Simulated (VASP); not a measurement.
Runs of VASP 6.6.1 on BaZrO3. The structure is that of space group Pm-3m (No. 221), or close to it. The cells are those of the table. 

| task | cell | cutoff (eV) | gap on the mesh (eV) | pressure (GPa) |
| --- | --- | --- | --- | --- |
| single point | a = 4.205 Å, 5 atoms | 520 | (b) | 1.0 |
| single point | a = 4.288 Å, 5 atoms | 520 | (c) | -7.6 |
| single point | a = 4.030 Å, 5 atoms | 520 | 3.97 | 29.3 |
| single point | a = 4.119 Å, 5 atoms | 520 | (a) | (d) |
| single point | a = 4.341 Å, 5 atoms | 520 | 3.43 | -12.0 |
| single point | a = 4.247 Å, 5 atoms | 520 | 3.60 | -3.6 |
| relaxation of cell and atoms | relaxed from a = 4.191 Å, 5 atoms | 600 | 3.67 | 0.0 |

Alike in all rows: level r2SCAN; potentials or basis VASP PAW PBE potentials, release 64 (Ba_sv, Zr_sv, O); no spin polarisation; k mesh 6 × 6 × 6; smearing gaussian 0.02 eV.

Q: Fill in the values left out.

A: (a) 3.83; (b) 3.68; (c) 3.53; (d) 12.9.

Caveats: the PAW data sets were made with another functional, which shifts forces and pressure a little; spin-orbit coupling is left out, which moves the levels of the heavy elements.

A k mesh can miss the band edges, and the runs leave out spin-orbit coupling on Ba, Zr.
